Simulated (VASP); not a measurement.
# Si5PdW (Pmmm) in VASP: relaxation of shape and atoms at fixed volume with PBE

Aim: the relaxation of shape and atoms at fixed volume of Si5PdW with PBE.

Everything below comes from runs of VASP 6.6.1. Logs are shortened: lines on timing, memory, paths and dates and some standing lists are left out, and cuts for length are marked.

## 1. The cell of the first run

Symmetry: Pmmm, No. 47, orthorhombic system. Conventional cell: a = 3.403 Å, b = 4.293 Å, c = 7.324 Å, α = 90.00°, β = 90.00°, γ = 90.00°. Si (site symmetry mm2) has 10 Si at 2.47 to 3.73 Å and 2 Pd at 2.53 Å and 2 W at 2.80 Å within 3.8 Å. Within 3.5 Å of Si (site symmetry mm2) lie 2 Pd at 2.66 Å and 2 W at 2.70 Å and 9 Si at 2.76 to 3.40 Å. Si (site symmetry mmm) has 10 Si at 2.47 to 3.40 Å and 4 W at 2.74 Å within 3.5 Å. Within 3.5 Å of Pd (site symmetry mmm) lie 8 Si at 2.53 to 2.66 Å and 2 Pd at 3.40 Å. Within 3.6 Å of W (site symmetry mmm) lie 12 Si at 2.70 to 2.80 Å and 2 W at 3.40 Å.

## 2. Relaxation of shape and atoms at fixed volume, PBE (15.29 Å³/atom)

File INCAR:

```
SYSTEM = Si5PdW
PREC = Accurate ; ENCUT = 600
EDIFF = 1E-7 ; ISMEAR = 0
SIGMA = 0.1 ; LREAL = .False.
LASPH = .True. ; NELM = 60
ALGO = Normal ; ISIF = 4
LWAVE = .False. ; LCHARG = .False.
GGA = PE ; IBRION = 2
NSW = 50 ; EDIFFG = -0.01
```

File KPOINTS:

```
Automatic mesh
0
Gamma
  10 8 4
  0 0 0
```

File POSCAR:

```
Si5PdW
1.0
    3.4032069656      0.0000000000      0.0000000000
    0.0000000000      4.2929231641      0.0000000000
    0.0000000000      0.0000000000      7.3238696870
Si Pd W
5 1 1
Direct
    0.0000000000      0.5000000000      0.2452436679
    0.0000000000      0.5000000000      0.7547563321
    0.5000000000      0.0000000000      0.2865810367
    0.5000000000      0.0000000000      0.7134189633
    0.5000000000      0.5000000000      0.0000000000
    0.5000000000      0.5000000000      0.5000000000
    0.0000000000      0.0000000000      0.0000000000
```

Potentials or basis: VASP PAW PBE potentials, release 64 (Si, Pd, W_sv).

Launch:

```console
$ cat potpaw_PBE.64/Si/POTCAR potpaw_PBE.64/Pd/POTCAR potpaw_PBE.64/W_sv/POTCAR > POTCAR
$ mpirun -np 1 vasp_std > vasp.out
```

OUTCAR:

```text
SYSTEM = Si5PdW
   PREC = Accurate
   ENCUT = 600
   EDIFF = 1E-7
   ISMEAR = 0
   LREAL = .False.
   LASPH = .True.
   NELM = 60
   ISIF = 4
   GGA = PE
   IBRION = 2
   NSW = 50
   EDIFFG = -0.01

 ion  position               nearest neighbor table
   1  0.000  0.500  0.245-   5 2.47   5 2.47   6 2.53   6 2.53   3 2.76   3 2.76   3 2.76   3 2.76
                             7 2.80   7 2.80
   2  0.000  0.500  0.755-   5 2.47   5 2.47   6 2.53   6 2.53   4 2.76   4 2.76   4 2.76   4 2.76
                             7 2.80   7 2.80
   3  0.500  0.000  0.287-   6 2.66   6 2.66   7 2.70   7 2.70   1 2.76   1 2.76   1 2.76   1 2.76
                             5 3.00   5 3.00   4 3.13
   4  0.500  0.000  0.713-   6 2.66   6 2.66   7 2.70   7 2.70   2 2.76   2 2.76   2 2.76   2 2.76
                             5 3.00   5 3.00   3 3.13
   5  0.500  0.500  0.000-   1 2.47   2 2.47   1 2.47   2 2.47   7 2.74   7 2.74   7 2.74   7 2.74
                             3 3.00   3 3.00   4 3.00   4 3.00
   6  0.500  0.500  0.500-   1 2.53   2 2.53   1 2.53   2 2.53   3 2.66   4 2.66   3 2.66   4 2.66

   7  0.000  0.000  0.000-   3 2.70   4 2.70   3 2.70   4 2.70   5 2.74   5 2.74   5 2.74   5 2.74
                             1 2.80   1 2.80   2 2.80   2 2.80

  LATTYP: Found a simple orthorhombic cell.
 ALAT       =     3.4032069656
 B/A-ratio  =     1.2614346431
 C/A-ratio  =     2.1520494525

  Lattice vectors:

 A1 = (   3.4032069656,   0.0000000000,   0.0000000000)
 A2 = (   0.0000000000,   4.2929231641,   0.0000000000)
 A3 = (   0.0000000000,   0.0000000000,   7.3238696870)

Analysis of symmetry for initial positions (statically):
=====================================================================
 Subroutine PRICEL returns:
 Original cell was already a primitive cell.

 Routine SETGRP: Setting up the symmetry group for a
 simple orthorhombic supercell.

 Subroutine GETGRP returns: Found  8 space group operations
 (whereof  8 operations were pure point group operations)
 out of a pool of  8 trial point group operations.

The static configuration has the point symmetry D_2h.

Analysis of symmetry for dynamics (positions and initial velocities):
=====================================================================
 Subroutine PRICEL returns:
 Original cell was already a primitive cell.

 Routine SETGRP: Setting up the symmetry group for a
 simple orthorhombic supercell.

 Subroutine GETGRP returns: Found  8 space group operations
 (whereof  8 operations were pure point group operations)
 out of a pool of  8 trial point group operations.

The dynamic configuration has the point symmetry D_2h.

 Subroutine INISYM returns: Found  8 space group operations
 (whereof  8 operations are pure point group operations),
 and found     1 'primitive' translations

----------------------------------------------------------------------------------------

                                     Primitive cell

  volume of cell :     106.9996

  direct lattice vectors                    reciprocal lattice vectors
     3.403206966  0.000000000  0.000000000     0.293840489  0.000000000  0.000000000
     0.000000000  4.292923164  0.000000000     0.000000000  0.232941509  0.000000000
     0.000000000  0.000000000  7.323869687     0.000000000  0.000000000  0.136539841

  length of vectors
     3.403206966  4.292923164  7.323869687     0.293840489  0.232941509  0.136539841

  position of ions in fractional coordinates (direct lattice)
     0.000000000  0.500000000  0.245243668
     0.000000000  0.500000000  0.754756332
     0.500000000  0.000000000  0.286581037
     0.500000000  0.000000000  0.713418963
     0.500000000  0.500000000  0.000000000
     0.500000000  0.500000000  0.500000000
     0.000000000  0.000000000  0.000000000

  ion indices of the primitive-cell ions
   primitive index   ion index
                 1           1
                 2           2
                 3           3
                 4           4
                 5           5
                 6           6
                 7           7

----------------------------------------------------------------------------------------

 KPOINTS: Automatic mesh

Automatic generation of k-mesh.
 Grid dimensions read from file:
 generate k-points for:   10    8    4

 Generating k-lattice:

  Cartesian coordinates                     Fractional coordinates (reciprocal lattice)
     0.029384049  0.000000000  0.000000000     0.100000000  0.000000000  0.000000000
     0.000000000  0.029117689  0.000000000     0.000000000  0.125000000  0.000000000
     0.000000000  0.000000000  0.034134960     0.000000000  0.000000000  0.250000000

  Length of vectors
     0.029384049  0.029117689  0.034134960

  Shift w.r.t. Gamma in fractional coordinates (k-lattice)
     0.000000000  0.000000000  0.000000000

 Subroutine IBZKPT returns following result:
 ===========================================

 Found     90 irreducible k-points:

 Following reciprocal coordinates:
            Coordinates               Weight
  0.000000  0.000000  0.000000      1.000000
  0.100000  0.000000  0.000000      2.000000
  0.200000  0.000000  0.000000      2.000000
  0.300000  0.000000  0.000000      2.000000
  0.400000  0.000000  0.000000      2.000000
  0.500000  0.000000  0.000000      1.000000
[... 16 lines left out ...]
  0.400000  0.375000  0.000000      4.000000
  0.500000  0.375000  0.000000      2.000000
 [... further k-points ...]
   k-points           NKPTS =     90   k-points in BZ     NKDIM =     90   number of bands    NBANDS=     26
   number of dos      NEDOS =    301   number of ions     NIONS =      7
   total plane-waves  NPLWV =  60480
   dimension x,y,z NGX =    28 NGY =   36 NGZ =   60
   dimension x,y,z NGXF=    56 NGYF=   72 NGZF=  120
   ions per type =               5   1   1
   NGX,Y,Z   is equivalent  to a cutoff of  13.68, 13.94, 13.62 a.u.
   NGXF,Y,Z  is equivalent  to a cutoff of  27.36, 27.88, 27.24 a.u.
 SYSTEM =  Si5PdW
   PREC   = accura    normal or accurate (medium, high low for compatibility)
   ISTART =      0    job   : 0-new  1-cont  2-samecut
   ICHARG =      2    charge: 1-file 2-atom 10-const
   ISPIN  =      1    spin polarized calculation?
   LNONCOLLINEAR =      F non collinear calculations
   LSORBIT =      F    spin-orbit coupling
   LASPH  =      T    aspherical Exc in radial PAW
   ENCUT  =  600.0 eV  44.10 Ry    6.64 a.u.   6.80  8.57 14.63*2*pi/ulx,y,z
   NELM   =     60;   NELMIN=  2; NELMDL= -5     # of ELM steps
   EDIFF  = 0.1E-06   stopping-criterion for ELM
   LREAL  =      F    real-space projection
   EDIFFG = -.1E-01   stopping-criterion for IOM
   NSW    =     50    number of steps for IOM
   IBRION =      2    ionic relax: 0-MD 1-quasi-New 2-CG
   NFREE  =      1    steps in history (QN), initial steepest desc. (CG)
   ISIF   =      4    stress and relaxation
   ISYM   =      2    0-nonsym 1-usesym 2-fastsym
   POTIM  = 0.5000    time-step for ionic-motion
   TEBEG  =    0.0;   TEEND  =   0.0 temperature during run
   PSTRESS=    0.0 pullay stress
   NELECT =      44.0000    total number of electrons
   NUPDOWN=      -1.0000    fix difference up-down
   EMIN   =  10.00;   EMAX   =-10.00  energy-range for DOS
   EFERMI =   0.00;   METHOD = LEGACY
   ISMEAR =     0;   SIGMA  =   0.10  broadening in eV -4-tet -1-fermi 0-gaus
   EFERMI_NEDOS =   21; number of points for ismear=-14 and -15
   IALGO  =     38    algorithm
   IMIX   =      4    mixing-type and parameters
     AMIX     =   0.40;   BMIX     =  1.00
     AMIX_MAG =   1.60;   BMIX_MAG =  1.00
  volume/ion in A,a.u.               =      15.29       103.15
  Fermi-wavevector in a.u.,A,eV,Ry     =   1.217396  2.300544 20.164539  1.482052
  Thomas-Fermi vector in A             =   2.352717
   LORBIT       =      0    0 simple, 1 ext, 2 COOP (PROOUT), +10 PAW based schemes
   GGA     = PE    functional components
   LHFCALC =     F    Hartree Fock is set to
   AEXX    =    0.0000 exact exchange contribution
   IVDW    =     0    specifies the selected vdW correction
   LEPSILON=     F    determine dielectric tensor
   LRPA    =     F    only Hartree local field effects (RPA)
 conjugate gradient relaxation of ions
 non-spin polarized calculation
 Gauss-broadening in eV      SIGMA  =   0.10
  energy-cutoff  :      600.00
  volume of cell :      107.00
 maximum number of plane-waves:      3592
 NGX is ok and might be reduce to    28
   NGX = 13   NGY = 17   NGZ = 29

--------------------------------------- Ionic step        1  -------------------------------------------

 number of electron      44.0000002 magnetization

 Free energy of the ion-electron system (eV)
  ---------------------------------------------------
  ext. energy  EPLUGINS =         0.00000000
  ---------------------------------------------------
  free energy    TOTEN  =       -45.07046865 eV

  energy without entropy =      -45.05295904  energy(sigma->0) =      -45.06171384

------------------------ aborting loop because EDIFF is reached ----------------------------------------

  FORCE on cell =-STRESS in cart. coord.  units (eV):
  Direction    XX          YY          ZZ          XY          YZ          ZX
  --------------------------------------------------------------------------------------
  -------------------------------------------------------------------------------------
  Total       -2.7373008     -2.6610383     -2.8432285      0.0000000      0.0000000      0.0000000
  in kB      -40.9874612    -39.8455321    -42.5735892      0.0000000      0.0000000      0.0000000
  external PRESSURE =     -41.1355275 kB  Pullay stress =       0.0000000 kB
[... 149 lines left out ...]
  energy  without entropy=      -45.0541138008  energy(sigma->0) =      -45.06283823

--------------------------------------- Ionic step        5  -------------------------------------------

 number of electron      44.0000001 magnetization

 Free energy of the ion-electron system (eV)
  ---------------------------------------------------
  ext. energy  EPLUGINS =         0.00000000
  ---------------------------------------------------
  free energy    TOTEN  =       -45.07170135 eV

  energy without entropy =      -45.05426774  energy(sigma->0) =      -45.06298454

 E-fermi :   9.9715     XC(G=0): -11.5647

 val. band max:        9.9500425901   @ k =   0.0000   0.0000   0.5000
 cond. band min:       9.9808991505   @ k =   0.5000   0.5000   0.2500
 fundamental gap:      0.0308565604
 Fermi energy:         9.9715476443

 k-point     1 :       0.0000    0.0000    0.0000
  band No.  band energies     occupation
      1     -64.3088      2.00000
      2     -28.5436      2.00000
      3     -28.5304      2.00000
      4     -28.4887      2.00000
      5      -3.5837      2.00000
      6      -1.2377      2.00000
[... 685 lines left out ...]
     25      11.5537      0.00000
     26      12.0467      0.00000

 [... further k-points ...]
[... 5 lines left out ...]
  --------------------------------------------------------------------------------------
  -------------------------------------------------------------------------------------
  Total       -2.6700830     -2.7166736     -2.6058970     -0.0000000      0.0000000      0.0000000
  in kB      -39.9809643    -40.6785961    -39.0198634     -0.0000000      0.0000000      0.0000000
  external PRESSURE =     -39.8931413 kB  Pullay stress =       0.0000000 kB
[... 22 lines left out ...]
  FREE ENERGIE OF THE ION-ELECTRON SYSTEM (eV)
  ---------------------------------------------------
  free  energy   TOTEN  =       -45.0717013479 eV

  energy  without entropy=      -45.0542677381  energy(sigma->0) =      -45.06298454

 reached required accuracy - stopping structural energy minimisation
```

Run time: 17 min. Hardware: 1 thread of Intel Xeon 8259CL, shared host; peak memory 0.47 GiB.

Results:

```
Free energy                  : -45.0717 eV
Energy gained by relaxing    : 0.2 meV/atom
Ionic steps                  : 5
Pressure after relaxing      : -4.0 GPa
Largest force after relaxing : 0.009 eV/Å
Band gap on the k mesh       : zero (bands 22 and 23 overlap by 2.30 eV)
```

Forces on the atoms (eV/Å):
```
Si   0.000  0.000  0.008
Si   0.000  0.000 -0.008
Si   0.000  0.000 -0.009
Si   0.000  0.000  0.009
Si   0.000  0.000  0.000
Pd   0.000  0.000  0.000
W    0.000  0.000  0.000
```

The path:
```csv
step,energy change (eV),largest force (eV/Å),pressure (GPa),volume (Å³)
1,0.0000,0.0977,-4.11,107.00
2,-0.0008,0.0568,-4.06,107.00
3,-0.0011,0.0190,-3.99,107.00
4,-0.0011,0.0160,-4.00,107.00
5,-0.0012,0.0094,-3.99,107.00
```

Final structure:
```yaml
crystal:
  lattice:
    - [3.40273, 0.00000, 0.00000]
    - [0.00000, 4.29630, 0.00000]
    - [0.00000, 0.00000, 7.31914]
  atoms:
    - { symbol: Si, position: [0.00000, 0.50000, 0.24505] }
    - { symbol: Si, position: [0.00000, 0.50000, 0.75495] }
    - { symbol: Si, position: [0.50000, 0.00000, 0.28506] }
    - { symbol: Si, position: [0.50000, 0.00000, 0.71494] }
    - { symbol: Si, position: [0.50000, 0.50000, 0.00000] }
    - { symbol: Pd, position: [0.50000, 0.50000, 0.50000] }
    - { symbol: W, position: [0.00000, 0.00000, 0.00000] }
```

Caveat: spin-orbit coupling is left out, which moves the levels of the heavy elements.

The gap in the log of VASP goes by the Fermi energy; the results here count the filled bands.